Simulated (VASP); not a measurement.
# LiS3 (Pm-3n) in VASP: notebook

LiS3 is run at these levels: PBE; tasks: single point, relaxation of cell and atoms.

Everything below comes from runs of VASP 6.6.1. Logs are shortened: lines on timing, memory, paths and dates and some standing lists are left out, and cuts for length are marked.

### 1 The cell of the first run

The structure is cubic, space group Pm-3n (No. 223). Conventional cell: a = 5.016 Å, b = 5.016 Å, c = 5.016 Å, α = 90.00°, β = 90.00°, γ = 90.00°. Within 3.7 Å of Li (site symmetry m-3) lie 12 S at 2.80 Å. S (site symmetry -4m2) has 10 S at 2.51 to 3.07 Å and 4 Li at 2.80 Å within 3.3 Å.

### 2 Single point, PBE

Contents of INCAR:

```
SYSTEM = LiS3
  ALGO = Normal
  EDIFF = 1E-6
  ENCUT = 520
  GGA = PE
  ISIF = 2
  ISMEAR = 0
  LASPH = .TRUE.
  LCHARG = .FALSE.
  LREAL = .FALSE.
  LWAVE = .FALSE.
  NBANDS = 31
  NELM = 100
  PREC = Accurate
  SIGMA = 0.1
```

Contents of KPOINTS:

```
k-points
0
G
  4 4 4
  0 0 0
```

Contents of POSCAR:

```
LiS3
1.0
    5.0161171679      0.0000000000      0.0000000000
    0.0000000000      5.0161171679      0.0000000000
    0.0000000000      0.0000000000      5.0161171679
Li S
2 6
Direct
    0.0000000000      0.0000000000      0.0000000000
    0.5000000000      0.5000000000      0.5000000000
    0.2500000000      0.0000000000      0.5000000000
    0.7500000000      0.0000000000      0.5000000000
    0.0000000000      0.5000000000      0.2500000000
    0.0000000000      0.5000000000      0.7500000000
    0.5000000000      0.7500000000      0.0000000000
    0.5000000000      0.2500000000      0.0000000000
```

Potentials or basis: VASP PAW PBE potentials, release 64 (Li_sv, S).

On the command line:

```sh
cat potpaw_PBE.64/Li_sv/POTCAR potpaw_PBE.64/S/POTCAR > POTCAR
mpirun -np 1 vasp_std > vasp.out
```

OUTCAR:

```text
SYSTEM = LiS3
   EDIFF = 1E-6
   ENCUT = 520
   GGA = PE
   ISIF = 2
   ISMEAR = 0
   LASPH = .TRUE.
   LREAL = .FALSE.
   NELM = 100
   PREC = Accurate

 ion  position               nearest neighbor table
   1  0.000  0.000  0.000-
   2  0.500  0.500  0.500-
   3  0.250  0.000  0.500-   4 2.51   4 2.51
   4  0.750  0.000  0.500-   3 2.51   3 2.51
   5  0.000  0.500  0.250-   6 2.51   6 2.51
   6  0.000  0.500  0.750-   5 2.51   5 2.51
   7  0.500  0.750  0.000-   8 2.51   8 2.51
   8  0.500  0.250  0.000-   7 2.51   7 2.51

  LATTYP: Found a simple cubic cell.
 ALAT       =     5.0161171679

  Lattice vectors:

 A1 = (   5.0161171679,   0.0000000000,   0.0000000000)
 A2 = (   0.0000000000,   5.0161171679,   0.0000000000)
 A3 = (   0.0000000000,   0.0000000000,   5.0161171679)

Analysis of symmetry for initial positions (statically):
=====================================================================
 Subroutine PRICEL returns:
 Original cell was already a primitive cell.

 Routine SETGRP: Setting up the symmetry group for a
 simple cubic supercell.

 Subroutine GETGRP returns: Found 48 space group operations
 (whereof 24 operations were pure point group operations)
 out of a pool of 48 trial point group operations.

The static configuration has the point symmetry T_h .
 The point group associated with its full space group is O_h .

Analysis of symmetry for dynamics (positions and initial velocities):
=====================================================================
 Subroutine PRICEL returns:
 Original cell was already a primitive cell.

 Routine SETGRP: Setting up the symmetry group for a
 simple cubic supercell.

 Subroutine GETGRP returns: Found 48 space group operations
 (whereof 24 operations were pure point group operations)
 out of a pool of 48 trial point group operations.

The dynamic configuration has the point symmetry T_h .
 The point group associated with its full space group is O_h .

 Subroutine INISYM returns: Found 48 space group operations
 (whereof 24 operations are pure point group operations),
 and found     1 'primitive' translations

----------------------------------------------------------------------------------------

                                     Primitive cell

  volume of cell :     126.2127

  direct lattice vectors                    reciprocal lattice vectors
     5.016117168  0.000000000  0.000000000     0.199357385  0.000000000  0.000000000
     0.000000000  5.016117168  0.000000000     0.000000000  0.199357385  0.000000000
     0.000000000  0.000000000  5.016117168     0.000000000  0.000000000  0.199357385

  length of vectors
     5.016117168  5.016117168  5.016117168     0.199357385  0.199357385  0.199357385

  position of ions in fractional coordinates (direct lattice)
     0.000000000  0.000000000  0.000000000
     0.500000000  0.500000000  0.500000000
     0.250000000  0.000000000  0.500000000
     0.750000000  0.000000000  0.500000000
     0.000000000  0.500000000  0.250000000
     0.000000000  0.500000000  0.750000000
     0.500000000  0.750000000  0.000000000
     0.500000000  0.250000000  0.000000000

  ion indices of the primitive-cell ions
   primitive index   ion index
                 1           1
                 2           2
                 3           3
                 4           4
                 5           5
                 6           6
                 7           7
                 8           8

----------------------------------------------------------------------------------------

 KPOINTS: k-points

Automatic generation of k-mesh.
 Grid dimensions read from file:
 generate k-points for:    4    4    4

 Generating k-lattice:

  Cartesian coordinates                     Fractional coordinates (reciprocal lattice)
     0.049839346  0.000000000  0.000000000     0.250000000  0.000000000  0.000000000
     0.000000000  0.049839346  0.000000000     0.000000000  0.250000000  0.000000000
     0.000000000  0.000000000  0.049839346     0.000000000  0.000000000  0.250000000

  Length of vectors
     0.049839346  0.049839346  0.049839346

  Shift w.r.t. Gamma in fractional coordinates (k-lattice)
     0.000000000  0.000000000  0.000000000

 Subroutine IBZKPT returns following result:
 ===========================================

 Found     10 irreducible k-points:

 Following reciprocal coordinates:
            Coordinates               Weight
  0.000000  0.000000  0.000000      1.000000
  0.250000  0.000000  0.000000      6.000000
  0.500000  0.000000  0.000000      3.000000
  0.250000  0.250000  0.000000     12.000000
  0.500000  0.250000  0.000000     12.000000
  0.500000  0.500000  0.000000      3.000000
  0.250000  0.250000  0.250000      8.000000
  0.500000  0.250000  0.250000     12.000000
  0.500000  0.500000  0.250000      6.000000
  0.500000  0.500000  0.500000      1.000000
   k-points           NKPTS =     10   k-points in BZ     NKDIM =     10   number of bands    NBANDS=     31
   number of dos      NEDOS =    301   number of ions     NIONS =      8
   total plane-waves  NPLWV =  64000
   dimension x,y,z NGX =    40 NGY =   40 NGZ =   40
   dimension x,y,z NGXF=    80 NGYF=   80 NGZF=   80
   ions per type =               2   6
   NGX,Y,Z   is equivalent  to a cutoff of  13.26, 13.26, 13.26 a.u.
   NGXF,Y,Z  is equivalent  to a cutoff of  26.51, 26.51, 26.51 a.u.
 SYSTEM =  LiS3
   PREC   = accura    normal or accurate (medium, high low for compatibility)
   ISTART =      0    job   : 0-new  1-cont  2-samecut
   ICHARG =      2    charge: 1-file 2-atom 10-const
   ISPIN  =      1    spin polarized calculation?
   LNONCOLLINEAR =      F non collinear calculations
   LSORBIT =      F    spin-orbit coupling
   LASPH  =      T    aspherical Exc in radial PAW
   ENCUT  =  520.0 eV  38.22 Ry    6.18 a.u.   9.33  9.33  9.33*2*pi/ulx,y,z
   NELM   =    100;   NELMIN=  2; NELMDL= -5     # of ELM steps
   EDIFF  = 0.1E-05   stopping-criterion for ELM
   LREAL  =      F    real-space projection
   EDIFFG = 0.1E-04   stopping-criterion for IOM
   NSW    =      0    number of steps for IOM
   IBRION =     -1    ionic relax: 0-MD 1-quasi-New 2-CG
   NFREE  =      0    steps in history (QN), initial steepest desc. (CG)
   ISIF   =      2    stress and relaxation
   ISYM   =      2    0-nonsym 1-usesym 2-fastsym
   POTIM  = 0.5000    time-step for ionic-motion
   TEBEG  =    0.0;   TEEND  =   0.0 temperature during run
   PSTRESS=    0.0 pullay stress
   NELECT =      42.0000    total number of electrons
   NUPDOWN=      -1.0000    fix difference up-down
   EMIN   =  10.00;   EMAX   =-10.00  energy-range for DOS
   EFERMI =   0.00;   METHOD = LEGACY
   ISMEAR =     0;   SIGMA  =   0.10  broadening in eV -4-tet -1-fermi 0-gaus
   EFERMI_NEDOS =   21; number of points for ismear=-14 and -15
   IALGO  =     38    algorithm
   IMIX   =      4    mixing-type and parameters
     AMIX     =   0.40;   BMIX     =  1.00
     AMIX_MAG =   1.60;   BMIX_MAG =  1.00
  volume/ion in A,a.u.               =      15.78       106.47
  Fermi-wavevector in a.u.,A,eV,Ry     =   1.134463  2.143824 17.510777  1.287006
  Thomas-Fermi vector in A             =   2.271167
   LORBIT       =      0    0 simple, 1 ext, 2 COOP (PROOUT), +10 PAW based schemes
   GGA     = PE    functional components
   LHFCALC =     F    Hartree Fock is set to
   AEXX    =    0.0000 exact exchange contribution
   IVDW    =     0    specifies the selected vdW correction
   LEPSILON=     F    determine dielectric tensor
   LRPA    =     F    only Hartree local field effects (RPA)
 non-spin polarized calculation
 Gauss-broadening in eV      SIGMA  =   0.10
  energy-cutoff  :      520.00
  volume of cell :      126.21
 maximum number of plane-waves:      3448
 NGX is ok and might be reduce to    40
   NGX = 19   NGY = 19   NGZ = 19

 number of electron      42.0000025 magnetization

 Free energy of the ion-electron system (eV)
  ---------------------------------------------------
  ext. energy  EPLUGINS =         0.00000000
  ---------------------------------------------------
  free energy    TOTEN  =       -26.45157804 eV

  energy without entropy =      -26.42206440  energy(sigma->0) =      -26.43682122

 E-fermi :   5.4715     XC(G=0): -10.2442

 val. band max:        5.3504512188   @ k =   0.5000   0.5000   0.2500
 cond. band min:       5.4718659743   @ k =   0.2500   0.0000   0.0000
 fundamental gap:      0.1214147555
 Fermi energy:         5.4714546166

 k-point     1 :       0.0000    0.0000    0.0000
  band No.  band energies     occupation
      1     -40.2587      2.00000
      2     -40.2583      2.00000
      3      -9.9276      2.00000
      4      -7.5390      2.00000
      5      -7.5390      2.00000
      6      -5.1700      2.00000
[... 23 lines left out ...]
     30      11.3751      0.00000
     31      11.3751      0.00000

 k-point     2 :       0.2500    0.0000    0.0000
  band No.  band energies     occupation
      1     -40.2586      2.00000
      2     -40.2584      2.00000
      3      -9.6725      2.00000
      4      -8.0375      2.00000
      5      -7.2881      2.00000
      6      -5.6709      2.00000
[... 23 lines left out ...]
     30      12.3387      0.00000
     31      12.3387      0.00000

 k-point     3 :       0.5000    0.0000    0.0000
  band No.  band energies     occupation
      1     -40.2585      2.00000
      2     -40.2585      2.00000
      3      -8.9623      2.00000
      4      -8.9623      2.00000
      5      -6.5884      2.00000
      6      -6.5884      2.00000
[... 23 lines left out ...]
     30      13.3565      0.00000
     31      13.6052      0.00000

 k-point     4 :       0.2500    0.2500    0.0000
  band No.  band energies     occupation
      1     -40.2586      2.00000
      2     -40.2584      2.00000
      3      -9.4234      2.00000
      4      -8.0356      2.00000
      5      -7.4565      2.00000
      6      -5.8981      2.00000
[... 23 lines left out ...]
     30      12.3320      0.00000
     31      12.7073      0.00000

 k-point     5 :       0.5000    0.2500    0.0000
  band No.  band energies     occupation
      1     -40.2585      2.00000
      2     -40.2585      2.00000
      3      -8.7890      2.00000
      4      -8.7026      2.00000
      5      -6.9376      2.00000
      6      -6.7978      2.00000
[... 23 lines left out ...]
     30      12.6896      0.00000
     31      13.7916      0.00000

 k-point     6 :       0.5000    0.5000    0.0000
  band No.  band energies     occupation
      1     -40.2585      2.00000
      2     -40.2585      2.00000
      3      -8.5385      2.00000
      4      -8.2408      2.00000
      5      -7.3484      2.00000
      6      -7.3484      2.00000
[... 23 lines left out ...]
     30      12.0912      0.00000
     31      12.5433      0.00000

 k-point     7 :       0.2500    0.2500    0.2500
  band No.  band energies     occupation
      1     -40.2585      2.00000
      2     -40.2584      2.00000
      3      -9.1761      2.00000
      4      -7.7663      2.00000
      5      -7.7663      2.00000
      6      -5.8824      2.00000
[... 23 lines left out ...]
     30      12.4551      0.00000
     31      13.1365      0.00000

 k-point     8 :       0.5000    0.2500    0.2500
  band No.  band energies     occupation
      1     -40.2585      2.00000
      2     -40.2585      2.00000
      3      -8.5150      2.00000
      4      -8.5150      2.00000
      5      -6.9906      2.00000
      6      -6.9906      2.00000
[... 23 lines left out ...]
     30      12.8951      0.00000
     31      13.2528      0.00000

 k-point     9 :       0.5000    0.5000    0.2500
  band No.  band energies     occupation
      1     -40.2584      2.00000
      2     -40.2584      2.00000
      3      -8.2249      2.00000
      4      -7.9946      2.00000
      5      -7.3308      2.00000
      6      -7.3308      2.00000
[... 23 lines left out ...]
     30      12.0788      0.00000
     31      12.5660      0.00000

 k-point    10 :       0.5000    0.5000    0.5000
  band No.  band energies     occupation
      1     -40.2585      2.00000
      2     -40.2585      2.00000
      3      -7.3129      2.00000
      4      -7.3129      2.00000
      5      -7.3129      2.00000
      6      -7.3129      2.00000
[... 23 lines left out ...]
     30      12.1511      0.00000
     31      12.1511      0.00000

------------------------ aborting loop because EDIFF is reached ----------------------------------------

  FORCE on cell =-STRESS in cart. coord.  units (eV):
  Direction    XX          YY          ZZ          XY          YZ          ZX
  --------------------------------------------------------------------------------------
  -------------------------------------------------------------------------------------
  Total       -0.1428647     -0.1428647     -0.1428647     -0.0000000      0.0000000     -0.0000000
  in kB       -1.8135627     -1.8135627     -1.8135627     -0.0000000      0.0000000     -0.0000000
  external PRESSURE =      -1.8135627 kB  Pullay stress =       0.0000000 kB

 VOLUME and BASIS-vectors are now :
 -----------------------------------------------------------------------------
  energy-cutoff  :      520.00
  volume of cell :      126.21
      direct lattice vectors                 reciprocal lattice vectors
     5.016117168  0.000000000  0.000000000     0.199357385  0.000000000  0.000000000
     0.000000000  5.016117168  0.000000000     0.000000000  0.199357385  0.000000000
     0.000000000  0.000000000  5.016117168     0.000000000  0.000000000  0.199357385

 POSITION                                       TOTAL-FORCE (eV/Angst)
 -----------------------------------------------------------------------------------
      0.00000      0.00000      0.00000        -0.000000     -0.000000     -0.000000
      2.50806      2.50806      2.50806        -0.000000     -0.000000     -0.000000
      1.25403      0.00000      2.50806         0.000000      0.000000     -0.000000
      3.76209      0.00000      2.50806        -0.000000     -0.000000      0.000000
      0.00000      2.50806      1.25403        -0.000000      0.000000      0.000000
      0.00000      2.50806      3.76209        -0.000000     -0.000000     -0.000000
      2.50806      3.76209      0.00000         0.000000     -0.000000     -0.000000
      2.50806      1.25403      0.00000        -0.000000      0.000000      0.000000
 -----------------------------------------------------------------------------------
    total drift:                                0.000000     -0.000000      0.000000

  FREE ENERGIE OF THE ION-ELECTRON SYSTEM (eV)
  ---------------------------------------------------
  free  energy   TOTEN  =       -26.4515780396 eV

  energy  without entropy=      -26.4220643991  energy(sigma->0) =      -26.43682122
```

It used 27 s of CPU time on 1 thread of Intel Xeon 6975P-C, on a shared host.

What came out:

| Property | Result |
| --- | --- |
| Free energy | -26.4516 eV |
| Band gap on the k mesh | zero (band 21 reaches 5.75 eV, above the bottom of band 22 at 4.69 eV) |

Caveat: the cutoff is under 1.25 times the usual one of these potentials, so pressure, stress and relaxed cells hold a basis-set (Pulay) error.

### 3 Single point, PBE

This run uses another cell than the first one, of 19.48 Å³/atom, 1.235 times its volume.

Contents of INCAR:

```
PREC     = Accurate       # precision mode
ENCUT    = 520            # plane-wave cutoff, eV
EDIFF    = 1E-6           # SCF threshold, eV
ISMEAR   = 0              # smearing method
SIGMA    = 0.1            # smearing width, eV
LREAL    = F              # projectors in reciprocal space
LASPH    = T              # aspherical terms in the spheres
NELM     = 80             # most SCF steps
ALGO     = Normal         # electronic algorithm
ISIF     = 2              # what is computed and relaxed
LWAVE    = F              # write WAVECAR
LCHARG   = F              # write CHGCAR
GGA      = PE             # functional
NBANDS   = 31             # bands
```

Contents of KPOINTS:

```
regular mesh
0
Gamma
  4 4 4
```

POSCAR: that of step 2 with these lines changed.

```diff
@@ -2,5 +2,5 @@
 1.0
-    5.0161171679      0.0000000000      0.0000000000
-    0.0000000000      5.0161171679      0.0000000000
-    0.0000000000      0.0000000000      5.0161171679
+    5.3816391300      0.0000000000      0.0000000000
+    0.0000000000      5.3816391300      0.0000000000
+    0.0000000000      0.0000000000      5.3816391300
 Li S
```

Potentials or basis: VASP PAW PBE potentials, release 64 (Li_sv, S).

On the command line:

```sh
cat potpaw_PBE.64/Li_sv/POTCAR potpaw_PBE.64/S/POTCAR > POTCAR
mpirun -np 1 vasp_std > vasp.out
```

OUTCAR:

```text
PREC = Accurate
   ENCUT = 520
   EDIFF = 1E-6
   ISMEAR = 0
   LREAL = F
   LASPH = T
   NELM = 80
   ISIF = 2
   GGA = PE

 ion  position               nearest neighbor table
   1  0.000  0.000  0.000-
   2  0.500  0.500  0.500-
   3  0.250  0.000  0.500-   4 2.69   4 2.69
   4  0.750  0.000  0.500-   3 2.69   3 2.69
   5  0.000  0.500  0.250-   6 2.69   6 2.69
   6  0.000  0.500  0.750-   5 2.69   5 2.69
   7  0.500  0.750  0.000-   8 2.69   8 2.69
[... 537 lines left out ...]
  Total       -8.0225217     -8.0225217     -8.0225217      0.0000000      0.0000000      0.0000000
  in kB      -82.4665389    -82.4665389    -82.4665389      0.0000000      0.0000000      0.0000000
  external PRESSURE =     -82.4665389 kB  Pullay stress =       0.0000000 kB

 VOLUME and BASIS-vectors are now :
 -----------------------------------------------------------------------------
  energy-cutoff  :      520.00
  volume of cell :      155.86
      direct lattice vectors                 reciprocal lattice vectors
     5.381639130  0.000000000  0.000000000     0.185816993  0.000000000  0.000000000
     0.000000000  5.381639130  0.000000000     0.000000000  0.185816993  0.000000000
     0.000000000  0.000000000  5.381639130     0.000000000  0.000000000  0.185816993

 POSITION                                       TOTAL-FORCE (eV/Angst)
 -----------------------------------------------------------------------------------
      0.00000      0.00000      0.00000         0.000000      0.000000      0.000000
      2.69082      2.69082      2.69082         0.000000      0.000000      0.000000
      1.34541      0.00000      2.69082         0.000000     -0.000000      0.000000
      4.03623      0.00000      2.69082        -0.000000     -0.000000     -0.000000
      0.00000      2.69082      1.34541         0.000000     -0.000000      0.000000
      0.00000      2.69082      4.03623         0.000000      0.000000     -0.000000
      2.69082      4.03623      0.00000        -0.000000      0.000000     -0.000000
      2.69082      1.34541      0.00000        -0.000000      0.000000      0.000000
 -----------------------------------------------------------------------------------
    total drift:                                0.000000     -0.000000      0.000000

  FREE ENERGIE OF THE ION-ELECTRON SYSTEM (eV)
  ---------------------------------------------------
  free  energy   TOTEN  =       -25.5282752895 eV

  energy  without entropy=      -25.4935496857  energy(sigma->0) =      -25.51091249
```

It used 32 s of CPU time on 1 thread of Intel Xeon 6975P-C, on a shared host.

Results:

```
Free energy            : -25.5283 eV
Band gap on the k mesh : zero (band 21 reaches 3.37 eV, above the bottom of band 22 at 2.69 eV)
```

Caveat: the cutoff is under 1.25 times the usual one of these potentials, so pressure, stress and relaxed cells hold a basis-set (Pulay) error.

(Continued in part 2 of 2.)
